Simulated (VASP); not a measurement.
A run of VASP 6.6.1:

INCAR

```
  ALGO = Normal
  EDIFF = 1E-6
  ENCUT = 520
  GGA = PS
  ISIF = 2
  ISMEAR = 1
  LASPH = True
  LCHARG = True
  LELF = True
  LREAL = False
  LVHAR = True
  LWAVE = False
  NBANDS = 29
  NELM = 60
  PREC = Accurate
  SIGMA = 0.1
```

KPOINTS

```
k-points
0
Gamma
  6 6 6
```

The input POSCAR:

```
LiGa3
1.0
    4.0715480000      0.0000000000      0.0000000000
    0.0000000000      4.0715480000      0.0000000000
    0.0000000000      0.0000000000      4.0715480000
Li Ga
1 3
Direct
    0.0000000000      0.0000000000      0.0000000000
    0.5000000000      0.0000000000      0.5000000000
    0.0000000000      0.5000000000      0.5000000000
    0.5000000000      0.5000000000      0.0000000000
```

Potentials or basis: VASP PAW PBE potentials, release 64 (Li_sv, Ga_d).

Run with:

```bash
$ cat potpaw_PBE.64/Li_sv/POTCAR potpaw_PBE.64/Ga_d/POTCAR > POTCAR
$ mpirun -np 1 vasp_std > vasp.out
```

Hardware: 1 thread of Intel Xeon 8259CL, with other jobs on the host.

Problem. Estimate the wall time of this run.

Solution. It took 38 s on 1 thread of Intel Xeon 8259CL, with other jobs on the host, peak memory 0.18 GiB. Counts: scf iterations 11, k points 20.
